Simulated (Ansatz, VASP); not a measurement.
# ScPdSe: VASP beside Ansatz

```xyz
6
Lattice="4.7312 0.0000 0.0000 0.0000 4.7312 0.0000 0.0000 0.0000 5.5932" Properties=species:S:1:pos:R:3 pbc="T T T"
Sc    2.3656    0.0000    4.1618
Sc    0.0000    2.3656    1.4314
Pd    2.3656    0.0000    1.6423
Pd    0.0000    2.3656    3.9509
Se    0.0000    0.0000    0.0000
Se    2.3656    2.3656    0.0000
```

Alike in both runs: functional PBE; k mesh 4 × 4 × 4; occupations gaussian, width 0.1 eV; no spin polarisation.

Ansatz relaxed the structure, and its values are those at the end. VASP's run is a single point on that final structure, the one shown.

|  | VASP | Ansatz |
| --- | --- | --- |
| version | VASP 6.6.1 | Ansatz 0.2.0 |
| potentials or method | VASP PAW PBE potentials, release 64 (Sc_sv, Pd, Se), cutoff 520 eV | scalar-relativistic, plane waves, PAW |
| valence electrons in the cell | 54 | 90 |

Ansatz gave:

| Quantity | Value |
| --- | --- |
| gap on the k mesh at the Fermi level (eV) | none |
| pressure (GPa) | 0.0 |
| rms of the force components (eV/Å) | 0.006 |

Q: Which values does VASP return?

A: gap on the k mesh at the Fermi level (eV): none; pressure (GPa): 0.2; rms of the force components (eV/Å): 0.012.

A gap of «none» marks a metal or a gap that the smearing closes. VASP's potentials hold 54 valence electrons a cell and Ansatz's 90, so a difference there can come from the potentials and not from the codes.
